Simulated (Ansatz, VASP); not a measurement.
WCl2F2: VASP beside Ansatz

```xyz
5
Lattice="3.3442 0.0000 0.0000 0.0000 3.3442 0.0000 0.0000 0.0000 9.2341" Properties=species:S:1:pos:R:3 pbc="T T T"
W     0.0000    0.0000    0.0000
Cl    0.0000    1.6721    4.6170
Cl    1.6721    0.0000    4.6170
F     1.6721    1.6721    1.1514
F     1.6721    1.6721    8.0827
```

Change from the starting cell: species swapped into the CeMg2Si2 type (P4/mmm, No. 123).

Alike in both runs: functional PBE; k mesh 6 × 6 × 2; occupations gaussian, width 0.1 eV; collinear spin.

Ansatz relaxed the structure, and its values are those at the end. VASP's run is a single point on that final structure, the one shown.

```csv
,VASP,Ansatz
version,VASP 6.6.1,Ansatz 0.2.0
potentials or method,"VASP PAW PBE potentials, release 64 (W_sv, Cl, F), cutoff 520 eV","scalar-relativistic, plane waves, PAW"
valence electrons in the cell,42,42
```

|  | VASP | Ansatz | Ansatz less VASP |
| --- | --- | --- | --- |
| gap on the k mesh at the Fermi level (eV) | none | none | - |
| pressure (GPa) | -0.1 | 0.0 | +0.16 |
| rms of the force components (eV/Å) | 0.007 | 0.002 | -0.0047 |
| net moment per atom (μB) | 0.63 | 0.63 | 0.000 |
| size of the moment on the site where the two differ most (μB) | 2.41 | 2.10 | -0.312 |

Site moments also hang on the region over which each program counts them. A gap of «none» marks a metal or a gap that the smearing closes.

Neither program's run includes spin-orbit coupling.
